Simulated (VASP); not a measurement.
Cu, 2 atoms in the cell. It takes space group I4/mmm (No. 139, tetragonal). Conventional cell: a = 2.495 Å, b = 2.495 Å, c = 3.706 Å, α = 90.00°, β = 90.00°, γ = 90.00°. Cu (site symmetry 4/mmm) has 12 Cu at 2.49 to 2.56 Å within 3.3 Å.  This cell differs from its parent crystal: uniaxial strain along c: +4.0 %.

```yaml
Program: VASP 6.6.1
Task: single point
Functional: PBEsol
Potentials_or_basis: VASP PAW PBE potentials, release 64 (Cu)
Cutoff: 520 eV
k_mesh: 20 × 20 × 14
Occupations: gaussian, width 0.1 eV
Spin: no spin polarisation
Dipole_correction: no
Further_INCAR_settings: ALGO = Fast; EDIFF = 1e-07; NBANDS = 18
```

Potentials or basis: VASP PAW PBE potentials, release 64 (Cu).

Run with:

```bash
$ cat potpaw_PBE.64/Cu/POTCAR > POTCAR
$ mpirun -np 1 vasp_std > vasp.out
```

Hardware: 1 thread of Intel(R) Xeon(R) Platinum 8488C (Sapphire Rapids), with other jobs on the host.

Task: How long does it take, and how much memory?

Result: Wall time 2.2 min on 1 thread of Intel(R) Xeon(R) Platinum 8488C (Sapphire Rapids) (shared host), peak memory 0.28 GiB. Counts: scf iterations 18, k points 528.
